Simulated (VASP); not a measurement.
# Ge (P4_32_12) in VASP: further runs

Runs on Ge. Level: PBEsol. Tasks: single point, relaxation of shape and atoms at fixed volume.

All numbers are computed with VASP 6.6.1; they aren't measurements. Logs are shortened: lines on timing, memory, paths and dates and some standing lists are left out, and cuts for length are marked.

## (1) The cell of the first run

The structure is tetragonal, space group P4_32_12 (No. 96). The conventional cell has a = 5.937 Å, b = 5.937 Å, c = 6.964 Å, α = 90.00°, β = 90.00°, γ = 90.00°. Ge (site symmetry 2) has 4 Ge at 2.48 to 2.50 Å within 3.3 Å. Within 3.3 Å of Ge (site symmetry 1) lie 4 Ge at 2.48 to 2.51 Å.

## (2) Single point, PBEsol

INCAR

```
SYSTEM = Ge
ALGO = Normal ; EDIFF = 1E-6
ENCUT = 520 ; GGA = PS
ISIF = 2 ; ISMEAR = -1
LASPH = .TRUE. ; LCHARG = .FALSE.
LREAL = .FALSE. ; LWAVE = .FALSE.
NBANDS = 96 ; NELM = 100
PREC = Accurate ; SIGMA = 0.1
```

KPOINTS

```
k-points
0
G
  5 5 4
  0 0 0
```

POSCAR

```
Ge
1.0
    5.9369472244      0.0000000000      0.0000000000
    0.0000000000      5.9369472244      0.0000000000
    0.0000000000      0.0000000000      6.9636740152
Ge
12
Direct
    0.0884059148      0.0884059148      0.0000000000
    0.4115940852      0.5884059148      0.7500000000
    0.9115940852      0.9115940852      0.5000000000
    0.5884059148      0.4115940852      0.2500000000
    0.1720277476      0.3697940252      0.2566875970
    0.1302059748      0.6720277476      0.0066875970
    0.8279722524      0.6302059748      0.7566875970
    0.8697940252      0.3279722524      0.5066875970
    0.6720277476      0.1302059748     -0.0066875970
    0.6302059748      0.8279722524      0.2433124030
    0.3279722524      0.8697940252      0.4933124030
    0.3697940252      0.1720277476      0.7433124030
```

Potentials or basis: VASP PAW PBE potentials, release 64 (Ge_d).

Command:

```bash
$ cat potpaw_PBE.64/Ge_d/POTCAR > POTCAR
$ mpirun -np 1 vasp_std > vasp.out
```

OUTCAR:

```text
SYSTEM = Ge
   EDIFF = 1E-6
   ENCUT = 520
   GGA = PS
   ISIF = 2
   ISMEAR = -1
   LASPH = .TRUE.
   LREAL = .FALSE.
   NELM = 100
   PREC = Accurate

 ion  position               nearest neighbor table
   1  0.088  0.088  0.000-   6 2.48   9 2.48   5 2.50  12 2.50
   2  0.412  0.588  0.750-   7 2.48  12 2.48  11 2.50   6 2.50
   3  0.912  0.912  0.500-   8 2.48  11 2.48  10 2.50   7 2.50
   4  0.588  0.412  0.250-   5 2.48  10 2.48   9 2.50   8 2.50
   5  0.172  0.370  0.257-   4 2.48   1 2.50   6 2.51   8 2.51
   6  0.130  0.672  0.007-   1 2.48   2 2.50   5 2.51   7 2.51
   7  0.828  0.630  0.757-   2 2.48   3 2.50   6 2.51   8 2.51
   8  0.870  0.328  0.507-   3 2.48   4 2.50   5 2.51   7 2.51
   9  0.672  0.130  0.993-   1 2.48   4 2.50  10 2.51  12 2.51
  10  0.630  0.828  0.243-   4 2.48   3 2.50   9 2.51  11 2.51
  11  0.328  0.870  0.493-   3 2.48   2 2.50  10 2.51  12 2.51
  12  0.370  0.172  0.743-   2 2.48   1 2.50   9 2.51  11 2.51

  LATTYP: Found a simple tetragonal cell.
 ALAT       =     5.9369472244
 C/A-ratio  =     1.1729385073

  Lattice vectors:

 A1 = (   5.9369472244,   0.0000000000,   0.0000000000)
 A2 = (   0.0000000000,   5.9369472244,   0.0000000000)
 A3 = (   0.0000000000,   0.0000000000,   6.9636740152)

Analysis of symmetry for initial positions (statically):
=====================================================================
 Subroutine PRICEL returns:
 Original cell was already a primitive cell.

 Routine SETGRP: Setting up the symmetry group for a
 simple tetragonal supercell.

 Subroutine GETGRP returns: Found  8 space group operations
 (whereof  2 operations were pure point group operations)
 out of a pool of 16 trial point group operations.

The static configuration has the point symmetry C_2 .
 The point group associated with its full space group is D_4 .

Analysis of symmetry for dynamics (positions and initial velocities):
=====================================================================
 Subroutine PRICEL returns:
 Original cell was already a primitive cell.

 Routine SETGRP: Setting up the symmetry group for a
 simple tetragonal supercell.

 Subroutine GETGRP returns: Found  8 space group operations
 (whereof  2 operations were pure point group operations)
 out of a pool of 16 trial point group operations.

The dynamic configuration has the point symmetry C_2 .
 The point group associated with its full space group is D_4 .

 Subroutine INISYM returns: Found  8 space group operations
 (whereof  2 operations are pure point group operations),
 and found     1 'primitive' translations

----------------------------------------------------------------------------------------

                                     Primitive cell

  volume of cell :     245.4510

  direct lattice vectors                    reciprocal lattice vectors
     5.936947224  0.000000000  0.000000000     0.168436734  0.000000000  0.000000000
     0.000000000  5.936947224  0.000000000     0.000000000  0.168436734  0.000000000
     0.000000000  0.000000000  6.963674015     0.000000000  0.000000000  0.143602357

  length of vectors
     5.936947224  5.936947224  6.963674015     0.168436734  0.168436734  0.143602357

  position of ions in fractional coordinates (direct lattice)
     0.088405915  0.088405915  0.000000000
     0.411594085  0.588405915  0.750000000
     0.911594085  0.911594085  0.500000000
     0.588405915  0.411594085  0.250000000
     0.172027748  0.369794025  0.256687597
     0.130205975  0.672027748  0.006687597
     0.827972252  0.630205975  0.756687597
     0.869794025  0.327972252  0.506687597
     0.672027748  0.130205975  0.993312403
     0.630205975  0.827972252  0.243312403
     0.327972252  0.869794025  0.493312403
     0.369794025  0.172027748  0.743312403

  ion indices of the primitive-cell ions
   primitive index   ion index
                 1           1
                 2           2
                 3           3
                 4           4
                 5           5
                 6           6
                 7           7
                 8           8
                 9           9
                10          10
                11          11
                12          12

----------------------------------------------------------------------------------------

 KPOINTS: k-points

Automatic generation of k-mesh.
 Grid dimensions read from file:
 generate k-points for:    5    5    4

 Generating k-lattice:

  Cartesian coordinates                     Fractional coordinates (reciprocal lattice)
     0.033687347  0.000000000  0.000000000     0.200000000  0.000000000  0.000000000
     0.000000000  0.033687347  0.000000000     0.000000000  0.200000000  0.000000000
     0.000000000  0.000000000  0.035900589     0.000000000  0.000000000  0.250000000

  Length of vectors
     0.033687347  0.033687347  0.035900589

  Shift w.r.t. Gamma in fractional coordinates (k-lattice)
     0.000000000  0.000000000  0.000000000

 Subroutine IBZKPT returns following result:
 ===========================================

 Found     18 irreducible k-points:

 Following reciprocal coordinates:
            Coordinates               Weight
  0.000000  0.000000  0.000000      1.000000
  0.200000  0.000000  0.000000      4.000000
  0.400000  0.000000  0.000000      4.000000
  0.200000  0.200000  0.000000      4.000000
  0.400000  0.200000  0.000000      8.000000
  0.400000  0.400000  0.000000      4.000000
[... 10 lines left out ...]
  0.400000  0.200000  0.500000      8.000000
  0.400000  0.400000  0.500000      4.000000
   k-points           NKPTS =     18   k-points in BZ     NKDIM =     18   number of bands    NBANDS=     96
   number of dos      NEDOS =    301   number of ions     NIONS =     12
   total plane-waves  NPLWV = 124416
   dimension x,y,z NGX =    48 NGY =   48 NGZ =   54
   dimension x,y,z NGXF=    96 NGYF=   96 NGZF=  108
   ions per type =              12
   NGX,Y,Z   is equivalent  to a cutoff of  13.44, 13.44, 12.89 a.u.
   NGXF,Y,Z  is equivalent  to a cutoff of  26.88, 26.88, 25.78 a.u.
 SYSTEM =  Ge
   PREC   = accura    normal or accurate (medium, high low for compatibility)
   ISTART =      0    job   : 0-new  1-cont  2-samecut
   ICHARG =      2    charge: 1-file 2-atom 10-const
   ISPIN  =      1    spin polarized calculation?
   LNONCOLLINEAR =      F non collinear calculations
   LSORBIT =      F    spin-orbit coupling
   LASPH  =      T    aspherical Exc in radial PAW
   ENCUT  =  520.0 eV  38.22 Ry    6.18 a.u.  11.04 11.04 12.95*2*pi/ulx,y,z
   NELM   =    100;   NELMIN=  2; NELMDL= -5     # of ELM steps
   EDIFF  = 0.1E-05   stopping-criterion for ELM
   LREAL  =      F    real-space projection
   EDIFFG = 0.1E-04   stopping-criterion for IOM
   NSW    =      0    number of steps for IOM
   IBRION =     -1    ionic relax: 0-MD 1-quasi-New 2-CG
   NFREE  =      0    steps in history (QN), initial steepest desc. (CG)
   ISIF   =      2    stress and relaxation
   ISYM   =      2    0-nonsym 1-usesym 2-fastsym
   POTIM  = 0.5000    time-step for ionic-motion
   TEBEG  =    0.0;   TEEND  =   0.0 temperature during run
   PSTRESS=    0.0 pullay stress
   NELECT =     168.0000    total number of electrons
   NUPDOWN=      -1.0000    fix difference up-down
   EMIN   =  10.00;   EMAX   =-10.00  energy-range for DOS
   EFERMI =   0.00;   METHOD = LEGACY
   ISMEAR =    -1;   SIGMA  =   0.10  broadening in eV -4-tet -1-fermi 0-gaus
   EFERMI_NEDOS =   21; number of points for ismear=-14 and -15
   IALGO  =     38    algorithm
   IMIX   =      4    mixing-type and parameters
     AMIX     =   0.40;   BMIX     =  1.00
     AMIX_MAG =   1.60;   BMIX_MAG =  1.00
  volume/ion in A,a.u.               =      20.45       138.03
  Fermi-wavevector in a.u.,A,eV,Ry     =   1.442745  2.726393 28.320716  2.081514
  Thomas-Fermi vector in A             =   2.561231
   LORBIT       =      0    0 simple, 1 ext, 2 COOP (PROOUT), +10 PAW based schemes
   GGA     = PS    functional components
   LHFCALC =     F    Hartree Fock is set to
   AEXX    =    0.0000 exact exchange contribution
   IVDW    =     0    specifies the selected vdW correction
   LEPSILON=     F    determine dielectric tensor
   LRPA    =     F    only Hartree local field effects (RPA)
 non-spin polarized calculation
  energy-cutoff  :      520.00
  volume of cell :      245.45
 maximum number of plane-waves:      6636
 NGX is ok and might be reduce to    48
   NGX = 23   NGY = 23   NGZ = 25

 number of electron     167.9999967 magnetization

 Free energy of the ion-electron system (eV)
  ---------------------------------------------------
  ext. energy  EPLUGINS =         0.00000000
  ---------------------------------------------------
  free energy    TOTEN  =       -57.86866054 eV

  energy without entropy =      -57.85407212  energy(sigma->0) =      -57.86136633

 E-fermi :   5.4888     XC(G=0): -10.8216

 val. band max:        5.1755499071   @ k =   0.4000   0.4000   0.0000
 cond. band min:       5.7914027496   @ k =   0.4000   0.0000   0.5000
 fundamental gap:      0.6158528425
 Fermi energy:         5.4888280455

 k-point     1 :       0.0000    0.0000    0.0000
  band No.  band energies     occupation
      1     -19.0868      2.00000
      2     -19.0595      2.00000
      3     -19.0595      2.00000
      4     -19.0412      2.00000
      5     -19.0412      2.00000
      6     -19.0399      2.00000
[... 88 lines left out ...]
     95      10.0369      0.00000
     96      10.0369      0.00000

 k-point     2 :       0.2000    0.0000    0.0000
  band No.  band energies     occupation
      1     -19.0825      2.00000
      2     -19.0614      2.00000
      3     -19.0569      2.00000
      4     -19.0477      2.00000
      5     -19.0414      2.00000
      6     -19.0398      2.00000
[... 1672 lines left out ...]
     95       9.1150      0.00000
     96       9.1150      0.00000

------------------------ aborting loop because EDIFF is reached ----------------------------------------

  FORCE on cell =-STRESS in cart. coord.  units (eV):
  Direction    XX          YY          ZZ          XY          YZ          ZX
  --------------------------------------------------------------------------------------
  -------------------------------------------------------------------------------------
  Total       -0.3327342     -0.3327342     -0.2641407     -0.0000000      0.0000000      0.0000000
  in kB       -2.1719169     -2.1719169     -1.7241739     -0.0000000      0.0000000      0.0000000
  external PRESSURE =      -2.0226692 kB  Pullay stress =       0.0000000 kB

 VOLUME and BASIS-vectors are now :
 -----------------------------------------------------------------------------
  energy-cutoff  :      520.00
  volume of cell :      245.45
      direct lattice vectors                 reciprocal lattice vectors
     5.936947224  0.000000000  0.000000000     0.168436734  0.000000000  0.000000000
     0.000000000  5.936947224  0.000000000     0.000000000  0.168436734  0.000000000
     0.000000000  0.000000000  6.963674015     0.000000000  0.000000000  0.143602357

 POSITION                                       TOTAL-FORCE (eV/Angst)
 -----------------------------------------------------------------------------------
      0.52486      0.52486      0.00000        -0.003335     -0.003335      0.000000
      2.44361      3.49333      5.22276         0.003335     -0.003335      0.000000
      5.41209      5.41209      3.48184         0.003335      0.003335      0.000000
      3.49333      2.44361      1.74092        -0.003335      0.003335      0.000000
      1.02132      2.19545      1.78749         0.002861     -0.002289      0.003506
      0.77303      3.98979      0.04657         0.002289      0.002861      0.003506
      4.91563      3.74150      5.26933        -0.002861      0.002289      0.003506
      5.16392      1.94715      3.52841        -0.002289     -0.002861      0.003506
      3.98979      0.77303      6.91710         0.002861      0.002289     -0.003506
      3.74150      4.91563      1.69435         0.002289     -0.002861     -0.003506
      1.94715      5.16392      3.43527        -0.002861     -0.002289     -0.003506
      2.19545      1.02132      5.17619        -0.002289      0.002861     -0.003506
 -----------------------------------------------------------------------------------
    total drift:                               -0.000000      0.000000      0.000000

  FREE ENERGIE OF THE ION-ELECTRON SYSTEM (eV)
  ---------------------------------------------------
  free  energy   TOTEN  =       -57.8686605399 eV

  energy  without entropy=      -57.8540721204  energy(sigma->0) =      -57.86136633
```

It took 14 min on 1 thread of Intel Xeon 8259CL, shared host; peak memory 0.48 GiB.

Results:

```yaml
Free_energy: -57.8687 eV
Pressure: -0.2 GPa
Largest_force: 0.005 eV/Å
Band_gap_on_the_k_mesh: 0.62 eV (least direct gap 0.70 eV)
```

Forces on the atoms (eV/Å):
```
Ge  -0.003 -0.003  0.000
Ge   0.003 -0.003  0.000
Ge   0.003  0.003  0.000
Ge  -0.003  0.003  0.000
Ge   0.003 -0.002  0.004
Ge   0.002  0.003  0.004
Ge  -0.003  0.002  0.004
Ge  -0.002 -0.003  0.004
Ge   0.003  0.002 -0.004
Ge   0.002 -0.003 -0.004
Ge  -0.003 -0.002 -0.004
Ge  -0.002  0.003 -0.004
```

Levels at points of the mesh, in eV from the valence-band top:
```csv
k point,band 81,band 82,band 83,band 84,band 85,band 86,band 87,band 88
"(0.00, 0.00, 0.00)",-1.02,-0.96,-0.96,-0.17,1.44,1.66,1.66,2.51
"(0.00, 0.00, 0.50)",-1.16,-1.16,-0.70,-0.70,0.82,0.82,1.49,1.49
```

Caveat: semilocal functionals underestimate gaps, and a narrow one can read as zero; the PAW data sets were made with another functional, which shifts forces and pressure a little.

(Continued in part 2 of 2.)
